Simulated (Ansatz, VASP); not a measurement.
## Ta2N in VASP and in Ansatz

```
Ta N
1.0
     5.29657    0.00000    0.00000
    -2.64829    4.58697    0.00000
     0.00000    0.00000    4.93918
Ta N
6 3
Direct
  0.66636 0.66636 0.75362
  0.00000 0.33364 0.75362
  0.33364 0.00000 0.75362
  0.33364 0.33364 0.24638
  0.00000 0.66636 0.24638
  0.66636 0.00000 0.24638
  0.66667 0.33333 0.50000
  0.33333 0.66667 0.50000
  0.00000 0.00000 0.00000
```

Alike in both runs: task relaxation of cell and atoms; functional LDA; k mesh 6 × 6 × 4; occupations gaussian, width 0.1 eV; no spin polarisation.

|  | VASP | Ansatz |
| --- | --- | --- |
| version | VASP 6.6.1 | Ansatz 0.2.0 |
| potentials or method | VASP PAW LDA potentials, release 64 (Ta_pv, N), cutoff 600 eV | scalar-relativistic, plane waves, PAW |
| valence electrons in the cell | 81 | 93 |

VASP gave:

| Quantity | Value |
| --- | --- |
| gap on the k mesh at the Fermi level, each at its own relaxed structure (eV) | none |
| relaxed volume (Å³/atom) | 12.90 |
| relaxed cell length with the largest relative difference (Å) | 5.240 |

Q: Estimate Ansatz's values.

A: gap on the k mesh at the Fermi level, each at its own relaxed structure (eV): none; relaxed volume (Å³/atom): 12.85; relaxed cell length with the largest relative difference (Å): 5.232.

Ansatz warns that its potentials were made for another functional, while VASP's fit it. LDA's correlation is that of Perdew and Zunger in VASP and of Perdew and Wang (1992) in Ansatz. A gap of «none» marks a metal or a gap that the smearing closes. VASP's potentials hold 81 valence electrons a cell and Ansatz's 93, so a difference there can come from the potentials and not from the codes.

Spin-orbit coupling is off throughout.
